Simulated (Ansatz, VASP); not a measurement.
# TaN: VASP beside Ansatz

```
Ta N
1.0
     2.91746    0.00000    0.00000
    -1.45873    2.52659    0.00000
     0.00000    0.00000    5.91523
Ta N
2 2
Direct
  0.00000 0.00000 0.00000
  0.00000 0.00000 0.50000
  0.33333 0.66667 0.25000
  0.66667 0.33333 0.75000
```

Alike in both runs: task single point; functional PBE; k mesh 10 × 10 × 6; occupations fermi-dirac, width 0.08 eV; no spin polarisation.

|  | VASP | Ansatz |
| --- | --- | --- |
| version | VASP 6.6.1 | Ansatz 0.2.0 |
| potentials or method | VASP PAW PBE potentials, release 64 (Ta_pv, N), cutoff 520 eV | all-electron LAPW, scalar-relativistic |

Ansatz gave:

- pressure (GPa): 0.0
- traceless stress, the component that is largest in VASP (GPa): 0.04

Question: Which values does VASP return?

Answer: Pressure (GPa): 0.6; traceless stress, the component that is largest in VASP (GPa): 0.07.

Ansatz ran all-electron here, and VASP with PAW potentials.

Neither program's run includes spin-orbit coupling.
